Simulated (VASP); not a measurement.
Runs of VASP 6.6.1 on PtSe2. The structure is that of space group P-3m1 (No. 164), or close to it. The cells are those of the table. 

```tsv
task	cell	k mesh	cutoff (eV)	smearing	gap on the mesh (eV)	pressure (GPa)	largest force (eV/Å)
single point	a = 3.864, b = 3.864, c = 6.696 Å, angles 90.0, 90.0, 120.0°, 3 atoms	12 × 12 × 4	520	gaussian 0.02 eV	(a)	-2.6	-
single point	a = 3.639, b = 3.639, c = 6.306 Å, angles 90.0, 90.0, 120.0°, 3 atoms	12 × 12 × 4	520	gaussian 0.02 eV	0.90	3.4	0.01
single point	a = 3.677, b = 3.677, c = 6.371 Å, angles 90.0, 90.0, 120.0°, 3 atoms	12 × 12 × 4	520	gaussian 0.02 eV	0.90	2.2	0.01
single point	a = 3.569, b = 3.569, c = 3.977 Å, angles 90.0, 90.0, 120.0°, 3 atoms	12 × 12 × 10	520	gaussian 0.1 eV	none	(b)	0.01
relaxation of cell and atoms	relaxed to 60 GPa from a = 3.557, b = 3.557, c = 4.126 Å, angles 90.0, 90.0, 120.0°, 3 atoms	12 × 12 × 10	600	gaussian 0.1 eV	none	60.1	-
single point	a = 3.752, b = 3.752, c = 6.501 Å, angles 90.0, 90.0, 120.0°, 3 atoms	12 × 12 × 4	520	gaussian 0.02 eV	0.87	0.0	-
single point	a = 3.752, b = 3.752, c = 6.501 Å, angles 90.0, 90.0, 120.0°, 3 atoms	12 × 12 × 4	520	gaussian 0.01 eV	0.87	0.0	-
single point	a = 3.827, b = 3.827, c = 6.631 Å, angles 90.0, 90.0, 120.0°, 3 atoms	12 × 12 × 4	520	gaussian 0.02 eV	0.81	-1.8	-
```

Alike in all rows: level PBE; potentials or basis VASP PAW PBE potentials, release 64 (Pt, Se); no spin polarisation.

Q: Fill in the values left out.

A: (a) 0.77; (b) 60.4.

Caveats: spin-orbit coupling is left out, which moves the levels of the heavy elements; this functional lacks dispersion, which binds the layers, so the pressure and a relaxed spacing across them are unreliable (some runs); the cell is relaxed towards a set pressure, so the enthalpy falls and the energy may rise (some runs).

A k mesh can miss the band edges, and the runs leave out spin-orbit coupling on Pt, Se.

A gap of «none» marks levels without a gap at the run's occupations.
